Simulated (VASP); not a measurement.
# TiCo3 (Pm-3m) in VASP: notebook

The runs below take TiCo3 through vibrations by perturbation theory, with LDA.

Everything below comes from runs of VASP 6.6.1. Logs are shortened: lines on timing, memory, paths and dates and some standing lists are left out, and cuts for length are marked.

## 1. The cell of the first run

The structure is cubic, space group Pm-3m (No. 221). The conventional cell has a = 3.494 Å, b = 3.494 Å, c = 3.494 Å, α = 90.00°, β = 90.00°, γ = 90.00°. Ti (site symmetry m-3m) has 12 Co at 2.47 Å within 3.3 Å. Within 3.3 Å of Co (site symmetry 4/mmm) lie 4 Ti at 2.47 Å and 8 Co at 2.47 Å.

## 2. Vibrations by perturbation theory, LDA

The input, INCAR:

```
PREC = Accurate
ENCUT = 520
EDIFF = 1E-8
ISMEAR = -1
SIGMA = 0.15
LREAL = False
LASPH = True
NELM = 80
ALGO = Fast
ISIF = 2
LWAVE = False
LCHARG = True
GGA = CA
IBRION = 8
NSW = 1
```

The input, KPOINTS:

```
regular mesh
0
Gamma
  12 12 12
```

The input, POSCAR:

```
TiCo3
1.0
    3.4942213277      0.0000000000      0.0000000000
    0.0000000000      3.4942213277      0.0000000000
    0.0000000000      0.0000000000      3.4942213277
Ti Co
1 3
Direct
    0.0000000000      0.0000000000      0.0000000000
    0.0000000000      0.5000000000      0.5000000000
    0.5000000000      0.0000000000      0.5000000000
    0.5000000000      0.5000000000      0.0000000000
```

Potentials or basis: VASP PAW LDA potentials, release 64 (Ti_sv, Co).

On the command line:

```console
> cat potpaw_LDA.64/Ti_sv/POTCAR potpaw_LDA.64/Co/POTCAR > POTCAR
> mpirun -np 1 vasp_std > vasp.out
```

OUTCAR:

```text
PREC = Accurate
   ENCUT = 520
   EDIFF = 1E-8
   ISMEAR = -1
   LREAL = False
   LASPH = True
   NELM = 80
   ISIF = 2
   GGA = CA
   IBRION = 8
   NSW = 1

 ion  position               nearest neighbor table
   1  0.000  0.000  0.000-   2 2.47   3 2.47   4 2.47   2 2.47   3 2.47   2 2.47   4 2.47   2 2.47
                             3 2.47   4 2.47   3 2.47   4 2.47
   2  0.000  0.500  0.500-   1 2.47   3 2.47   4 2.47   1 2.47   4 2.47   1 2.47   3 2.47   1 2.47
                             3 2.47   4 2.47   4 2.47   3 2.47
   3  0.500  0.000  0.500-   1 2.47   2 2.47   4 2.47   1 2.47   4 2.47   2 2.47   4 2.47   4 2.47
                             1 2.47   2 2.47   1 2.47   2 2.47
   4  0.500  0.500  0.000-   1 2.47   2 2.47   3 2.47   2 2.47   3 2.47   1 2.47   3 2.47   3 2.47
                             1 2.47   2 2.47   2 2.47   1 2.47

  LATTYP: Found a simple cubic cell.
 ALAT       =     3.4942213277

  Lattice vectors:

 A1 = (   3.4942213277,   0.0000000000,   0.0000000000)
 A2 = (   0.0000000000,   3.4942213277,   0.0000000000)
 A3 = (   0.0000000000,   0.0000000000,   3.4942213277)

Analysis of symmetry for initial positions (statically):
=====================================================================
 Subroutine PRICEL returns:
 Original cell was already a primitive cell.

 Routine SETGRP: Setting up the symmetry group for a
 simple cubic supercell.

 Subroutine GETGRP returns: Found 48 space group operations
 (whereof 48 operations were pure point group operations)
 out of a pool of 48 trial point group operations.

The static configuration has the point symmetry O_h .

Analysis of symmetry for dynamics (positions and initial velocities):
=====================================================================
 Subroutine PRICEL returns:
 Original cell was already a primitive cell.

[... 833 lines left out ...]
------------------------ aborting loop because EDIFF is reached ----------------------------------------

[... ionic steps 5 to 6 ...]

--------------------------------------- Ionic step        7  -------------------------------------------

------------------------ aborting loop because EDIFF is reached ----------------------------------------

--------------------------------------- Ionic step        8  -------------------------------------------

 Free energy of the ion-electron system (eV)
  ---------------------------------------------------
  ---------------------------------------------------
  free energy    TOTEN  =        -0.17092707 eV

  energy without entropy =       -0.17092715

------------------------ aborting loop because EDIFF is reached ----------------------------------------

 INTERNAL STRAIN TENSOR  FOR ION    2  DIRECTION 2   (eV/Angst):
 -----------------------------------------------------------------------------
     0.00391  0.00000  0.00000
     0.00000 -0.01840  0.00000
     0.00000  0.00000  0.01057

 INTERNAL STRAIN TENSOR FOR ION    4 for displacements in x,y,z  (eV/Angst):
          X           Y           Z          XY          YZ          ZX
  --------------------------------------------------------------------------------
  x     0.00000     0.00000     0.00000     0.00000     0.00000     0.00000
  y     0.00000     0.00000     0.00000     0.00000     0.00000     0.00000
  z     0.00000     0.00000     0.00000     0.00000     0.00000     0.00000

 SECOND DERIVATIVES (NOT SYMMETRIZED)
 ------------------------------------
               1X          1Y          1Z          2X          2Y          2Z          3X          3Y          3Z          4X          4Y          4Z
  1X    -9.471035    0.000000   -0.000000   -0.210518   -0.000000    0.000000    4.840777    0.000000   -0.000000    4.840777   -0.000000    0.000000
  1Y     0.000000   -9.471035   -0.000000    0.000000    4.840777   -0.000000    0.000000   -0.210518    0.000000   -0.000000    4.840777    0.000000
  1Z    -0.000000    0.000000   -9.471035    0.000000   -0.000000    4.840777   -0.000000    0.000000    4.840777    0.000000    0.000000   -0.210518
  2X    -0.207138   -0.000000   -0.000000   -7.734312    0.000000    0.000000    3.970725   -0.000000    0.000000    3.970725   -0.000000    0.000000
  2Y     0.000000    4.806413    0.000000    0.000000  -10.036106    0.000000    0.000000    3.971713    0.000000    0.000000    1.257980    0.000000
  2Z     0.000000    0.000000    4.806413    0.000000    0.000000  -10.036106    0.000000    0.000000    1.257980    0.000000    0.000000    3.971713
  3X     4.806413    0.000000    0.000000    3.971713    0.000000    0.000000  -10.036106    0.000000    0.000000    1.257980    0.000000    0.000000
  3Y    -0.000000   -0.207138    0.000000   -0.000000    3.970725   -0.000000    0.000000   -7.734312   -0.000000    0.000000    3.970725   -0.000000
  3Z     0.000000    0.000000    4.806413    0.000000    0.000000    1.257980    0.000000    0.000000  -10.036106    0.000000    0.000000    3.971713
  4X     4.806413    0.000000    0.000000    3.971713    0.000000    0.000000    1.257980    0.000000    0.000000  -10.036106    0.000000    0.000000
  4Y     0.000000    4.806413    0.000000    0.000000    1.257980    0.000000    0.000000    3.971713    0.000000    0.000000  -10.036106    0.000000
  4Z    -0.000000   -0.000000   -0.207138    0.000000    0.000000    3.970725    0.000000    0.000000    3.970725    0.000000    0.000000   -7.734312

 Eigenvectors and eigenvalues of the dynamical matrix
 ----------------------------------------------------

   1 f  =    8.939169 THz    56.166454 2PiTHz  298.178576 cm-1    36.969415 meV
             X         Y         Z           dx          dy          dz
      0.000000  0.000000  0.000000    -0.299403    0.341506    0.491482
      0.000000  1.747111  1.747111    -0.150384   -0.239144   -0.344167
      1.747111  0.000000  1.747111     0.209661    0.171532   -0.344167
      1.747111  1.747111  0.000000     0.209661   -0.239144    0.246862
[... 71 lines left out ...]
  12 f/i=    0.011081 THz     0.069625 2PiTHz    0.369626 cm-1     0.045828 meV
             X         Y         Z           dx          dy          dz
      0.000000  0.000000  0.000000    -0.161752   -0.430455    0.022174
      0.000000  1.747111  1.747111    -0.180074   -0.479216    0.024686
      1.747111  0.000000  1.747111    -0.180075   -0.479216    0.024686
      1.747111  1.747111  0.000000    -0.180075   -0.479216    0.024686

--------------------------------------------------------------------------------------------------------

 ELASTIC MODULI CONTR FROM IONIC RELAXATION (kBar)
 Direction    XX          YY          ZZ          XY          YZ          ZX
 --------------------------------------------------------------------------------
 XX           0.0000      0.0000      0.0000      0.0000      0.0000      0.0000
 YY           0.0000      0.0000      0.0000      0.0000      0.0000      0.0000
 ZZ           0.0000      0.0000      0.0000      0.0000      0.0000      0.0000
 XY           0.0000      0.0000      0.0000      0.0000      0.0000      0.0000
 YZ           0.0000      0.0000      0.0000      0.0000      0.0000      0.0000
 ZX           0.0000      0.0000      0.0000      0.0000      0.0000      0.0000
 --------------------------------------------------------------------------------
```

stdout:

```text
[... 33 lines left out ...]
 num prob  num prob  num prob  num prob  num prob  num prob  num prob  num prob  num prob  num prob  num prob  num prob  num prob  num prob  num prob  num prob  num prob  num prob  num prob  num prob  num prob  num prob  num prob  num prob  num prob  num prob  num prob  num prob  num prob  num prob  num prob  num prob  num prob  num prob  num prob  num prob  num prob  num prob  num prob  num prob  num prob  num prob  num prob  num prob  num prob  num prob  num prob  num prob  num prob  num prob  num prob  num prob  num prob  num prob  num prob  num prob  num prob  num prob
```

Wall time 19 min (1 thread of AMD EPYC 9R45 (Zen 5), shared host); peak memory 0.72 GiB.

Results:

| Item | Value |
| --- | --- |
| Highest phonon frequency at Γ | 298 cm⁻¹ |

Phonon frequencies in cm⁻¹ (negative: imaginary):
| q point | frequencies |
| --- | --- |
| (0.000, 0.000, 0.000) | 0 0 0 203 203 203 228 228 228 298 298 298 |

Caveat: the run has no spin polarisation, though such a crystal can be magnetic. Spin polarisation is off, so any magnetic state and its effect on volume and gap are missing.

[end of part 1 of 2]
